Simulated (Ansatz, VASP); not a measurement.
One calculation of ZrNb2C3, two programs

Contents of INCAR:

```
SYSTEM = ZrNb2C3
ALGO     = Normal         ! electronic algorithm
EDIFF    = 1E-6           ! SCF threshold, eV
ENCUT    = 520            ! plane-wave cutoff, eV
GGA      = PE             ! functional
ISIF     = 2              ! what is computed and relaxed
ISMEAR   = 0              ! smearing method
ISPIN    = 2              ! spin polarisation
LASPH    = .True.         ! aspherical terms in the spheres
LCHARG   = .False.        ! write CHGCAR
LMAXMIX  = 4              ! l up to which the mixer works
LORBIT   = 11             ! projections on sites
LREAL    = .False.        ! projectors in reciprocal space
LWAVE    = .False.        ! write WAVECAR
MAGMOM   = 1 1 1 0 0 0    ! initial moments
NBANDS   = 38             ! bands
NELM     = 150            ! most SCF steps
PREC     = Accurate       ! precision mode
SIGMA    = 0.1            ! smearing width, eV
```

Contents of KPOINTS:

```
k-points
0
Gamma
  6 6 2
  0 0 0
```

File POSCAR:

```
ZrNb2C3
1.0
    3.2235896317      0.0000000000      0.0000000000
   -1.6117948158      2.7917105124      0.0000000000
    0.0000000000      0.0000000000      7.8857600958
Zr Nb C
1 2 3
Direct
    0.0000000000      0.0000000000      0.5000000000
    0.3333333333      0.6666666667      0.1595709718
    0.6666666667      0.3333333333      0.8404290282
    0.3333333333      0.6666666667      0.6760373561
    0.6666666667      0.3333333333      0.3239626439
    0.0000000000      0.0000000000      0.0000000000
```

Input for Ansatz:

```yaml
crystal:
  lattice:
    - [3.2235896317, 0.0, 0.0]
    - [-1.6117948158, 2.7917105124, 0.0]
    - [0.0, 0.0, 7.8857600958]
  atoms:
    - { symbol: Zr, position: [0.0, 0.0, 0.5], spin: 1.0 }
    - { symbol: Nb, position: [0.3333333333, 0.6666666667, 0.1595709718], spin: 1.0 }
    - { symbol: Nb, position: [0.6666666667, 0.3333333333, 0.8404290282], spin: 1.0 }
    - { symbol: C, position: [0.3333333333, 0.6666666667, 0.6760373561] }
    - { symbol: C, position: [0.6666666667, 0.3333333333, 0.3239626439] }
    - { symbol: C, position: [0.0, 0.0, 0.0] }
basis:
  ecutwfc: 420
kpoints:
  mp_grid: { grid: [6, 6, 2] }
hamiltonian:
  xc: pbe
scf:
  occupations: { method: gaussian, width: 0.1 }
  lower_state_search: "off"
output:
  forces: true
  stress: true
  eigenvalues: true
  populations: true
magnetization:
  spin_polarized: true
```

Change from the starting cell: species swapped into the NaFe2O3 type (P-3m1, No. 164).

Alike in both runs: task single point; functional PBE; k mesh 6 × 6 × 2; occupations gaussian, width 0.1 eV; collinear spin.

|  | VASP | Ansatz |
| --- | --- | --- |
| version | VASP 6.6.1 | Ansatz 0.2.0 |
| potentials or method | VASP PAW PBE potentials, release 64 (Zr_sv, Nb_sv, C), cutoff 520 eV | scalar-relativistic, plane waves, PAW |
| valence electrons in the cell | 50 | 50 |

VASP gave:

* gap on the k mesh at the Fermi level (eV): none
* pressure (GPa): -0.3
* rms of the force components (eV/Å): 0.009
* net moment per atom (μB): 0.00

Task: Estimate Ansatz's values.

Result: gap on the k mesh at the Fermi level (eV): none; pressure (GPa): -0.1; rms of the force components (eV/Å): 0.006; net moment per atom (μB): 0.00.

Atom by atom the forces differ by 0.009 eV/Å (rms over components). A gap of «none» marks a metal or a gap that the smearing closes. Ansatz's warnings: seeded moment not kept.

The k mesh is coarse, so the values compare programs but aren't converged.
